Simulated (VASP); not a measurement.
**Si6Ru: single point with PBEsol**

The system is Si6Ru, a slab with vacuum.

```
Si Ru
1.0
     3.84172    0.00000    0.00000
    -1.92086    3.32702    0.00000
     0.00000    0.00000   26.05768
Si Ru
6 1
Direct
  0.33333 0.66667 0.32620
  0.00000 0.00000 0.35629
  0.00000 0.00000 0.44658
  0.66661 0.33331 0.47634
  0.66396 0.33198 0.56466
  0.32772 0.66386 0.61952
  0.66056 0.33028 0.64827
```

```
Program                : VASP 6.6.1
Task                   : single point
Functional             : PBEsol
Potentials or basis    : VASP PAW PBE potentials, release 64 (Si, Ru_pv)
Cutoff                 : 400 eV
k mesh                 : 9 × 9 × 1
Occupations            : gaussian, width 0.05 eV
Spin                   : collinear spin, ferromagnetic start
Starting moments       : [0.0, 0.0, 0.0, 0.0, 0.0, 0.0, 4.0] μB
Dipole correction      : yes
Further INCAR settings : ALGO = Normal; EDIFF = 1e-06; NBANDS = 32; NELMDL = -8
```

- Largest force: 0.567 eV/Å
- Net moment: -0.92 μB per cell
- Site moments: Si -0.18, -0.01, -0.04, -0.02 (each value once); Ru -0.07 μB
- Valence electrons inside the program's atomic spheres: Si 1.65, 1.67, 1.68, 1.69, 1.60, 1.62; Ru 12.89

Forces on the atoms (eV/Å):
```
Si   0.000  0.000  0.466
Si  -0.001 -0.001 -0.567
Si  -0.001  0.000  0.139
Si  -0.006 -0.003 -0.025
Si  -0.004 -0.002 -0.086
Si   0.002  0.001 -0.017
Ru   0.011  0.006  0.089
```

Levels at points of the mesh, in eV from the Fermi level:
Spin up:
```tsv
k point	band 17	band 18	band 19	band 20	band 21	band 22
(0.00, 0.00, 0.00)	-0.25	-0.25	0.36	1.63	1.99	2.00
```
Spin down:
| k point | band 18 | band 19 | band 20 | band 21 | band 22 | band 23 |
| --- | --- | --- | --- | --- | --- | --- |
| (0.00, 0.00, 0.00) | -0.39 | -0.14 | 1.53 | 1.93 | 1.94 | 2.43 |

Wall time 30 min on 1 thread of Intel(R) Xeon(R) Platinum 8488C (Sapphire Rapids) (shared host), peak memory 0.61 GiB.

Caveat: a moment this small can come from the mesh or the smearing; the PAW data sets were made with another functional, which shifts forces and pressure a little.
